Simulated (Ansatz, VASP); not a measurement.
One calculation of BiTe, two programs

Contents of INCAR:

```
SYSTEM = BiTe
PREC     = Accurate       ! precision mode
ENCUT    = 520            ! plane-wave cutoff, eV
EDIFF    = 1E-6           ! SCF threshold, eV
ISMEAR   = -1             ! smearing method
SIGMA    = 0.08           ! smearing width, eV
LREAL    = .FALSE.        ! projectors in reciprocal space
LASPH    = .TRUE.         ! aspherical terms in the spheres
NELM     = 80             ! most SCF steps
ALGO     = Normal         ! electronic algorithm
ISIF     = 2              ! what is computed and relaxed
LWAVE    = .FALSE.        ! write WAVECAR
LCHARG   = .FALSE.        ! write CHGCAR
GGA      = PE             ! functional
NBANDS   = 18             ! bands
```

KPOINTS

```
Automatic mesh
0
G
  10 10 10
  0 0 0
```

POSCAR

```
BiTe
1.0
    0.0000000000      3.2132879364      3.2132879364
    3.2132879364      0.0000000000      3.2132879364
    3.2132879364      3.2132879364      0.0000000000
Bi Te
1 1
Direct
    0.0000000000      0.0000000000      0.0000000000
    0.5000000000      0.5000000000      0.5000000000
```

Input for Ansatz:

```yaml
crystal:
  lattice:
    - [0.0, 3.2132879364, 3.2132879364]
    - [3.2132879364, 0.0, 3.2132879364]
    - [3.2132879364, 3.2132879364, 0.0]
  atoms:
    - { symbol: Bi, position: [0.0, 0.0, 0.0] }
    - { symbol: Te, position: [0.5, 0.5, 0.5] }
kpoints:
  mp_grid: { grid: [10, 10, 10] }
scf:
  occupations: { method: fermi_dirac, width: 0.08 }
hamiltonian:
  xc: pbe
  pseudopotentials: { kind: all_electron, lapw: { basis_error: 0.0005 } }
output:
  forces: true
  stress: true
  eigenvalues: true
```

Change from the starting cell: volume scaled by 0.98.

Alike in both runs: task single point; functional PBE; k mesh 10 × 10 × 10; occupations fermi-dirac, width 0.08 eV; no spin polarisation.

|  | VASP | Ansatz |
| --- | --- | --- |
| version | VASP 6.6.1 | Ansatz 0.2.0 |
| potentials or method | VASP PAW PBE potentials, release 64 (Bi_d, Te), cutoff 520 eV | all-electron LAPW, scalar-relativistic |

|  | VASP | Ansatz | Ansatz less VASP |
| --- | --- | --- | --- |
| pressure (GPa) | 1.8 | 1.9 | +0.09 |

Ansatz ran all-electron here, and VASP with PAW potentials.

Spin-orbit coupling is off throughout.
